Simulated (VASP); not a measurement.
# CuI (F-43m) in VASP: a series of runs

Runs on CuI. Level: PBE. Tasks: relaxation of cell and atoms, single point.

All numbers are computed with VASP 6.6.1; they aren't measurements. Logs are shortened: lines on timing, memory, paths and dates and some standing lists are left out, and cuts for length are marked.

## (1) The cell of the first run

Symmetry: F-43m, No. 216, cubic system. The conventional cell has a = 6.078 Å, b = 6.078 Å, c = 6.078 Å, α = 90.00°, β = 90.00°, γ = 90.00°. Within 3.5 Å of Cu (site symmetry -43m) lie 4 I at 2.63 Å. I (site symmetry -43m) has 4 Cu at 2.63 Å within 3.5 Å.

## (2) Relaxation of cell and atoms, PBE

Input file INCAR:

```
ALGO     = Normal         # electronic algorithm
EDIFF    = 1E-6           # SCF threshold, eV
EDIFFG   = -0.005         # ionic threshold
ENCUT    = 600            # plane-wave cutoff, eV
GGA      = PE             # functional
IBRION   = 2              # ionic algorithm
ISIF     = 3              # what is computed and relaxed
ISMEAR   = -1             # smearing method
LASPH    = True           # aspherical terms in the spheres
LCHARG   = False          # write CHGCAR
LREAL    = False          # projectors in reciprocal space
LWAVE    = False          # write WAVECAR
NELM     = 60             # most SCF steps
NSW      = 40             # ionic steps
PREC     = Accurate       # precision mode
SIGMA    = 0.05           # smearing width, eV
```

Input file KPOINTS:

```
k-points
0
Gamma
  12 12 12
```

Input file POSCAR:

```
CuI
1.0
    0.0000000000      3.0389565618      3.0389565618
    3.0389565618      0.0000000000      3.0389565618
    3.0389565618      3.0389565618      0.0000000000
Cu I
1 1
Direct
    0.2500000000      0.2500000000      0.2500000000
    0.0000000000      0.0000000000      0.0000000000
```

Potentials or basis: VASP PAW PBE potentials, release 64 (Cu, I).

The run is started by

```sh
> cat potpaw_PBE.64/Cu/POTCAR potpaw_PBE.64/I/POTCAR > POTCAR
> mpirun -np 1 vasp_std > vasp.out
```

OUTCAR:

```text
EDIFF = 1E-6
   EDIFFG = -0.005
   ENCUT = 600
   GGA = PE
   IBRION = 2
   ISIF = 3
   ISMEAR = -1
   LASPH = True
   LREAL = False
   NELM = 60
   NSW = 40
   PREC = Accurate

 ion  position               nearest neighbor table
   1  0.250  0.250  0.250-   2 2.63   2 2.63   2 2.63   2 2.63
   2  0.000  0.000  0.000-   1 2.63   1 2.63   1 2.63   1 2.63

  LATTYP: Found a face centered cubic cell.
 ALAT       =     6.0779131236

  Lattice vectors:

 A1 = (   0.0000000000,   3.0389565618,   3.0389565618)
 A2 = (   3.0389565618,   0.0000000000,   3.0389565618)
 A3 = (   3.0389565618,   3.0389565618,   0.0000000000)

Analysis of symmetry for initial positions (statically):
=====================================================================
 Subroutine PRICEL returns:
 Original cell was already a primitive cell.

 Routine SETGRP: Setting up the symmetry group for a
 face centered cubic supercell.

 Subroutine GETGRP returns: Found 24 space group operations
 (whereof 24 operations were pure point group operations)
 out of a pool of 48 trial point group operations.

The static configuration has the point symmetry T_d .

Analysis of symmetry for dynamics (positions and initial velocities):
=====================================================================
 Subroutine PRICEL returns:
 Original cell was already a primitive cell.

 Routine SETGRP: Setting up the symmetry group for a
 face centered cubic supercell.

 Subroutine GETGRP returns: Found 24 space group operations
 (whereof 24 operations were pure point group operations)
 out of a pool of 48 trial point group operations.

The dynamic configuration has the point symmetry T_d .

 Subroutine INISYM returns: Found 24 space group operations
 (whereof 24 operations are pure point group operations),
 and found     1 'primitive' translations

----------------------------------------------------------------------------------------

                                     Primitive cell

  volume of cell :      56.1311

  direct lattice vectors                    reciprocal lattice vectors
     0.000000000  3.038956562  3.038956562    -0.164530157  0.164530157  0.164530157
     3.038956562  0.000000000  3.038956562     0.164530157 -0.164530157  0.164530157
     3.038956562  3.038956562  0.000000000     0.164530157  0.164530157 -0.164530157

  length of vectors
     4.297733585  4.297733585  4.297733585     0.284974591  0.284974591  0.284974591

  position of ions in fractional coordinates (direct lattice)
     0.250000000  0.250000000  0.250000000
[... 91 lines left out ...]
   EMIN   =  10.00;   EMAX   =-10.00  energy-range for DOS
   EFERMI =   0.00;   METHOD = LEGACY
   ISMEAR =    -1;   SIGMA  =   0.05  broadening in eV -4-tet -1-fermi 0-gaus
   EFERMI_NEDOS =   21; number of points for ismear=-14 and -15
   IALGO  =     38    algorithm
   IMIX   =      4    mixing-type and parameters
     AMIX     =   0.40;   BMIX     =  1.00
     AMIX_MAG =   1.60;   BMIX_MAG =  1.00
  volume/ion in A,a.u.               =      28.07       189.40
  Fermi-wavevector in a.u.,A,eV,Ry     =   1.120550  2.117532 17.083910  1.255632
  Thomas-Fermi vector in A             =   2.257197
   LORBIT       =      0    0 simple, 1 ext, 2 COOP (PROOUT), +10 PAW based schemes
   GGA     = PE    functional components
   LHFCALC =     F    Hartree Fock is set to
   AEXX    =    0.0000 exact exchange contribution
   IVDW    =     0    specifies the selected vdW correction
   LEPSILON=     F    determine dielectric tensor
   LRPA    =     F    only Hartree local field effects (RPA)
 conjugate gradient relaxation of ions
 non-spin polarized calculation
  energy-cutoff  :      600.00
  volume of cell :       56.13
 maximum number of plane-waves:      1895
 NGX is ok and might be reduce to    36
   NGX = 17   NGY = 17   NGZ = 17

 number of electron      18.0000008 magnetization

 Free energy of the ion-electron system (eV)
  ---------------------------------------------------
  ext. energy  EPLUGINS =         0.00000000
  ---------------------------------------------------
  free energy    TOTEN  =        -5.56284303 eV

  energy without entropy =       -5.56284296  energy(sigma->0) =       -5.56284299

 E-fermi :   4.9780     XC(G=0):  -8.9031

 val. band max:        4.3507525265   @ k =   0.0000   0.0000   0.0000
 cond. band min:       5.4749591515   @ k =   0.0000   0.0000   0.0000
 fundamental gap:      1.1242066249
 Fermi energy:         4.9779965239

 k-point     1 :       0.0000    0.0000    0.0000
  band No.  band energies     occupation
      1      -9.6213      2.00000
      2       0.7451      2.00000
      3       0.7451      2.00000
      4       0.7451      2.00000
      5       2.5302      2.00000
      6       2.5302      2.00000
      7       4.3508      1.99999
      8       4.3508      1.99999
      9       4.3508      1.99999
     10       5.4750      0.00010
     11       9.2305      0.00000
     12       9.2305      0.00000
     13       9.2305      0.00000
[... 354 lines left out ...]
  band No.  band energies     occupation
      1      -9.0270      2.00000
      2      -1.0081      2.00000
      3       0.3767      2.00000
      4       0.7566      2.00000
      5       2.4964      2.00000
      6       2.5377      2.00000
      7       2.6539      2.00000
      8       3.2002      2.00000
      9       3.5175      2.00000
     10       7.3863      0.00000
     11       9.2689      0.00000
     12      10.3821      0.00000
     13      11.5848      0.00000

 [... further k-points ...]

------------------------ aborting loop because EDIFF is reached ----------------------------------------

  FORCE on cell =-STRESS in cart. coord.  units (eV):
  Direction    XX          YY          ZZ          XY          YZ          ZX
  --------------------------------------------------------------------------------------
  -------------------------------------------------------------------------------------
  Total        0.0078309      0.0078309      0.0078309      0.0000000      0.0000000     -0.0000000
  in kB        0.2235222      0.2235222      0.2235222      0.0000000      0.0000000     -0.0000000
  external PRESSURE =       0.2235222 kB  Pullay stress =       0.0000000 kB

 VOLUME and BASIS-vectors are now :
 -----------------------------------------------------------------------------
  energy-cutoff  :      600.00
  volume of cell :       56.13
      direct lattice vectors                 reciprocal lattice vectors
     0.000000000  3.038956562  3.038956562    -0.164530157  0.164530157  0.164530157
     3.038956562  0.000000000  3.038956562     0.164530157 -0.164530157  0.164530157
     3.038956562  3.038956562  0.000000000     0.164530157  0.164530157 -0.164530157

 POSITION                                       TOTAL-FORCE (eV/Angst)
 -----------------------------------------------------------------------------------
      1.51948      1.51948      1.51948         0.000000     -0.000000      0.000000
      0.00000      0.00000      0.00000        -0.000000      0.000000     -0.000000
 -----------------------------------------------------------------------------------
    total drift:                                0.000001      0.000001      0.000001

  FREE ENERGIE OF THE ION-ELECTRON SYSTEM (eV)
  ---------------------------------------------------
  free  energy   TOTEN  =        -5.5628430305 eV

  energy  without entropy=       -5.5628429582  energy(sigma->0) =       -5.56284299

 reached required accuracy - stopping structural energy minimisation
```

OSZICAR:

```text
N       E                     dE             d eps       ncg     rms          rms(c)
DAV:   1     0.102781252496E+03    0.10278E+03   -0.83894E+03  1872   0.163E+03
DAV:   2     0.268594838689E+01   -0.10010E+03   -0.94023E+02  1882   0.277E+02
DAV:   3    -0.549612716563E+01   -0.81821E+01   -0.79613E+01  2614   0.856E+01
DAV:   4    -0.576373633181E+01   -0.26761E+00   -0.26733E+00  1976   0.137E+01
DAV:   5    -0.577571525692E+01   -0.11979E-01   -0.11978E-01  2735   0.347E+00    0.527E+00
DAV:   6    -0.570067478403E+01    0.75040E-01   -0.34247E+00  1991   0.537E+01    0.335E+00
DAV:   7    -0.556286707205E+01    0.13781E+00   -0.77517E-01  2012   0.320E+01    0.166E+00
DAV:   8    -0.556543245918E+01   -0.25654E-02   -0.47207E-02  2743   0.357E+00    0.481E-01
DAV:   9    -0.556264640527E+01    0.27861E-02   -0.13309E-02  2404   0.369E+00    0.155E-01
DAV:  10    -0.556283472007E+01   -0.18831E-03   -0.74020E-04  2248   0.217E-01    0.514E-02
DAV:  11    -0.556284765842E+01   -0.12938E-04   -0.34039E-04  2358   0.575E-01    0.347E-02
DAV:  12    -0.556284530596E+01    0.23525E-05   -0.25115E-05  2935   0.947E-02    0.278E-02
DAV:  13    -0.556284258092E+01    0.27250E-05   -0.75433E-06  2668   0.847E-02    0.825E-03
DAV:  14    -0.556284303052E+01   -0.44960E-06   -0.51249E-06  2658   0.540E-02
   1 F= -.55628430E+01 E0= -.55628430E+01  d E =-.556284E+01
```

CONTCAR:

```text
CuI
   1.00000000000000
     0.0000000000000000    3.0389565618000001    3.0389565618000001
     3.0389565618000001    0.0000000000000000    3.0389565618000001
     3.0389565618000001    3.0389565618000001    0.0000000000000000
  Cu              I
     1     1
Direct
     0.2500000000000000    0.2500000000000000    0.2500000000000000
     0.0000000000000000    0.0000000000000000    0.0000000000000000

  0.00000000E+00  0.00000000E+00  0.00000000E+00
  0.00000000E+00  0.00000000E+00  0.00000000E+00
```

It took 32 s on 1 thread of AMD EPYC 9R45 (Zen 5), shared host; peak memory 0.22 GiB.

What came out:

```
Free energy             : -5.5628 eV
Pressure after relaxing : 0.0 GPa
Band gap on the k mesh  : 1.12 eV
```

Final structure:
```cif
data_structure
_symmetry_space_group_name_H-M 'P 1'
_symmetry_Int_Tables_number 1
_cell_length_a 4.2977
_cell_length_b 4.2977
_cell_length_c 4.2977
_cell_angle_alpha 60.000
_cell_angle_beta 60.000
_cell_angle_gamma 60.000
_cell_volume 56.13
loop_
_atom_site_label
_atom_site_type_symbol
_atom_site_fract_x
_atom_site_fract_y
_atom_site_fract_z
_atom_site_occupancy
Cu1 Cu 0.25000 0.25000 0.25000 1
I1 I 0.00000 0.00000 0.00000 1
```

Caveat: the relaxation stopped at its first step, so nothing moved; spin-orbit coupling is left out, which moves the levels of the heavy elements. A k mesh can miss the band edges.

## (3) Single point, PBE, non-collinear spin, zero start, spin-orbit coupling

Input file INCAR:

```
SYSTEM = CuI
PREC = Accurate ; ENCUT = 520
EDIFF = 1E-6 ; ISMEAR = -1
SIGMA = 0.05 ; LREAL = .False.
LASPH = .True. ; NELM = 150
ALGO = Normal ; ISIF = 2
LWAVE = .False. ; LCHARG = .True.
MAGMOM = 0 0 0 0 0 0 ; LORBIT = 11
LSORBIT = .True. ; GGA_COMPAT = .False.
LORBMOM = .True. ; LMAXMIX = 4
GGA = PE ; LVHAR = .True.
NBANDS = 30
```

Input file KPOINTS:

```
Automatic mesh
0
Gamma
  12 12 12
  0 0 0
```

POSCAR is that of step 2.

Potentials or basis: VASP PAW PBE potentials, release 64 (Cu, I).

The run is started by

```sh
> cat potpaw_PBE.64/Cu/POTCAR potpaw_PBE.64/I/POTCAR > POTCAR
> mpirun -np 1 vasp_ncl > vasp.out
```

Run time: 2.6 min. Hardware: 1 thread of AMD EPYC 9R45 (Zen 5), shared host; peak memory 0.46 GiB.

The run converged. Its results:

```yaml
Free_energy: -5.6935 eV
Pressure: 0.4 GPa
Net_moment: 0.00 μB per cell
Valence_electrons_inside_the_program's_atomic_spheres: Cu 9.92; I 4.30
```

Moments on the atoms (μB; x, y, z):
```
Cu  0.00 0.00 0.00
I   0.00 0.00 0.00
```
